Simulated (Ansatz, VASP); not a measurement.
## Two plane-wave programs on AlGa3N4

```xyz
8
Lattice="4.9881 0.0000 0.0001 0.0000 3.0700 0.0000 -0.0035 0.0000 5.4785" Properties=species:S:1:pos:R:3 pbc="T T T"
Al    0.0007    1.5350    3.6561
Ga    2.4885    1.5350    1.8349
Ga    2.4863    0.0000    4.5557
Ga    4.9868    0.0000    0.9105
N     0.5957    1.5350    1.8632
N     0.5840    0.0000    4.5273
N     3.0942    0.0000    0.9107
N     3.1463    1.5350    3.6559
```

Change from the starting cell: strain -0.030 along x and y, +0.000 along z, atoms carried along.

Alike in both runs: task single point; functional PBEsol; k mesh 6 × 8 × 6; occupations gaussian, width 0.05 eV; no spin polarisation.

```csv
,VASP,Ansatz
version,VASP 6.6.1,Ansatz 0.2.0
potentials or method,"VASP PAW PBE potentials, release 64 (Al, Ga_d, N), cutoff 520 eV","scalar-relativistic, plane waves, PAW"
valence electrons in the cell,62,62
```

VASP gave:

* gap on the k mesh at the Fermi level (eV): 2.75
* least direct gap on the mesh (eV): 2.75
* pressure (GPa): 13.3
* traceless stress, the component that is largest in VASP (GPa): -7.82
* rms of the force components (eV/Å): 0.230

Q: Estimate Ansatz's values.

A: gap on the k mesh at the Fermi level (eV): 2.73; least direct gap on the mesh (eV): 2.73; pressure (GPa): 13.5; traceless stress, the component that is largest in VASP (GPa): -7.78; rms of the force components (eV/Å): 0.233.

VASP's potentials were made for PBE, not for PBEsol. Atom by atom the forces differ by 0.008 eV/Å (rms over components).
